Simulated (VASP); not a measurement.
Write the native input for VASP 6.6.1 that does the following.

```
Task                   : relaxation of volume and atoms at fixed shape
Functional             : PBEsol
Potentials or basis    : VASP PAW PBE potentials, release 64 (Cl, Na_pv, K_sv)
Cutoff                 : 500 eV
k mesh                 : 1 × 1 × 1, shifted
Occupations            : fermi-dirac, width 0.05 eV
Spin                   : no spin polarisation
Dipole correction      : no
Further INCAR settings : LREAL = Auto; ALGO = Normal; EDIFF = 1e-07; ISYM = -1; IBRION = 2; EDIFFG = -0.03; NSW = 100; ISIF = 8
```

The structure of K3Na13Cl16 lies in POSCAR:

```
K3Na13Cl16
1.0
   11.4445810000      0.0000000000      0.0000000000
    0.0000000000     11.4445810000      0.0000000000
    0.0000000000      0.0000000000     11.4445810000
Cl Na K
32 26 6
Direct
    0.2506160000      0.9979360000      0.0006820000
    0.2518940000      0.0017230000      0.4996020000
    0.2498490000      0.4989430000      0.9977560000
    0.2511590000      0.4993020000      0.4998720000
    0.7486200000      0.0016030000      0.9998770000
    0.7488220000      0.0018940000      0.5020200000
    0.7501590000      0.5002520000      0.0012540000
    0.7519310000      0.5005460000      0.4985930000
    0.9987280000      0.2517260000      0.9988460000
    0.0003270000      0.2502720000      0.4985840000
    0.0035120000      0.7513100000      0.0000310000
    0.0007460000      0.7516750000      0.4996700000
    0.4976080000      0.2474110000      0.0004630000
    0.5006670000      0.2507910000      0.4985380000
    0.5015430000      0.7518370000      0.9951560000
    0.5021780000      0.7496050000      0.5020290000
    0.0010180000      0.9967080000      0.2499470000
    0.0006940000      0.9985370000      0.7511090000
    0.0036460000      0.4996710000      0.2518880000
    0.0006560000      0.5003330000      0.7472850000
    0.5016270000      0.9991670000      0.2499220000
    0.5010560000      0.9977930000      0.7493670000
    0.5000660000      0.4986690000      0.2499600000
    0.5022780000      0.4993430000      0.7509360000
    0.2510590000      0.2533680000      0.2494140000
    0.2462830000      0.2496890000      0.7536910000
    0.2511250000      0.7517180000      0.2497040000
    0.2483610000      0.7493150000      0.7496440000
    0.7508270000      0.2516090000      0.2481750000
    0.7476670000      0.2535820000      0.7504300000
    0.7504520000      0.7489380000      0.2468710000
    0.7500970000      0.7524720000      0.7500020000
    0.9998220000      0.9983030000      0.0044020000
    0.9999390000      0.0007670000      0.5009310000
    0.9992070000      0.5006440000      0.0011010000
    0.9999540000      0.4987350000      0.4987500000
    0.5001030000      0.9996590000      0.0023180000
    0.4986130000      0.0005050000      0.5001470000
    0.4999490000      0.5012020000      0.9969800000
    0.5011440000      0.4994900000      0.5001950000
    0.2486770000      0.2514000000      0.5011880000
    0.2518230000      0.7496550000      0.9982620000
    0.2497300000      0.7517730000      0.4997960000
    0.7501770000      0.2477190000      0.0022880000
    0.7514980000      0.7499680000      0.4980200000
    0.2491310000      0.0014040000      0.2497920000
    0.2500570000      0.0008790000      0.7488680000
    0.2514890000      0.4994970000      0.2489530000
    0.2499370000      0.5027790000      0.7498540000
    0.7508510000      0.9978030000      0.2533850000
    0.7530770000      0.9996980000      0.7481930000
    0.7502900000      0.5028160000      0.7465510000
    0.0011590000      0.2497110000      0.2495930000
    0.0009240000      0.7511940000      0.2469180000
    0.9966770000      0.7482180000      0.7483250000
    0.5006580000      0.2444240000      0.7474000000
    0.4991340000      0.7538470000      0.2524440000
    0.5007770000      0.7473560000      0.7498260000
    0.2461940000      0.2503800000      0.0010890000
    0.7524140000      0.2502110000      0.4990020000
    0.7503290000      0.7486180000      0.9988750000
    0.7513500000      0.4985140000      0.2494960000
    0.0011510000      0.2505290000      0.7517510000
    0.5005040000      0.2510400000      0.2508740000
```

The input as run:

INCAR

```
SYSTEM = K3Na13Cl16
PREC     = Accurate       ! precision mode
ENCUT    = 500            ! plane-wave cutoff, eV
EDIFF    = 1E-7           ! SCF threshold, eV
ISMEAR   = -1             ! smearing method
SIGMA    = 0.05           ! smearing width, eV
LREAL    = Auto         
LASPH    = .TRUE.         ! aspherical terms in the spheres
NELM     = 120            ! most SCF steps
ALGO     = Normal         ! electronic algorithm
ISIF     = 8              ! what is computed and relaxed
LWAVE    = .FALSE.        ! write WAVECAR
LCHARG   = .FALSE.        ! write CHGCAR
GGA      = PS             ! functional
IBRION   = 2              ! ionic algorithm
NSW      = 100            ! ionic steps
EDIFFG   = -0.03          ! ionic threshold
ISYM     = -1           
GGA_COMPAT= .FALSE.      
NELMIN   = 4            
KPAR     = 1
```

KPOINTS

```
explicit points
1
Reciprocal
  0.25000000   0.25000000   0.25000000 1
```

Potentials or basis: VASP PAW PBE potentials, release 64 (Cl, Na_pv, K_sv).

Command:

```console
$ cat potpaw_PBE.64/Cl/POTCAR potpaw_PBE.64/Na_pv/POTCAR potpaw_PBE.64/K_sv/POTCAR > POTCAR
$ mpirun -np 4 vasp_std > vasp.out
```

It gave:

* Relaxed volume: 23.64 Å³/atom
* Relaxed cell: a = 11.480 Å, b = 11.480 Å, c = 11.480 Å, α = 90.00°, β = 90.00°, γ = 90.00°
* Space group after relaxing (to 0.1 Å): P1 (No. 1)
* Energy gained by relaxing: 19.0 meV/atom
* Ionic steps: 11
* Pressure after relaxing: 0.0 GPa
* Largest force after relaxing: 0.027 eV/Å
* Band gap on the k mesh: 5.44 eV

Caveat: the PAW data sets were made with another functional, which shifts forces and pressure a little; a shifted mesh leaves out Γ, where band edges can lie.

Run time: 40 min on 4 MPI ranks on Intel(R) Xeon(R) Platinum 8259CL CPU @ 2.50GHz (Skylake/Cascade Lake) (shared host), peak memory 0.52 GiB a rank.
